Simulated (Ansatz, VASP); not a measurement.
**Two plane-wave programs on ZnSe3**

```
Zn Se
1.0
     4.32097    0.00000    0.00000
     0.00000    4.32097    0.00000
     0.00000    0.00000    4.32097
Zn Se
1 3
Direct
  0.00000 0.00000 0.00000
  0.50000 0.00000 0.50000
  0.00000 0.50000 0.50000
  0.50000 0.50000 0.00000
```

Change from the starting cell: species swapped into the PrSn3 type (Pm-3m, No. 221).

Alike in both runs: functional PBE; k mesh 4 × 4 × 4; occupations gaussian, width 0.1 eV; no spin polarisation.

Ansatz relaxed the structure, and its values are those at the end. VASP's run is a single point on that final structure, the one shown.

|  | VASP | Ansatz |
| --- | --- | --- |
| version | VASP 6.6.1 | Ansatz 0.2.0 |
| potentials or method | VASP PAW PBE potentials, release 64 (Zn, Se), cutoff 500 eV | scalar-relativistic, plane waves, PAW |
| valence electrons in the cell | 30 | 60 |

|  | VASP | Ansatz | Ansatz less VASP |
| --- | --- | --- | --- |
| gap on the k mesh at the Fermi level (eV) | none | none | - |
| pressure (GPa) | 0.3 | 0.3 | -0.06 |

A gap of «none» marks a metal or a gap that the smearing closes. VASP's potentials hold 30 valence electrons a cell and Ansatz's 60, so a difference there can come from the potentials and not from the codes.

The k mesh is coarse, so the values compare programs but aren't converged.
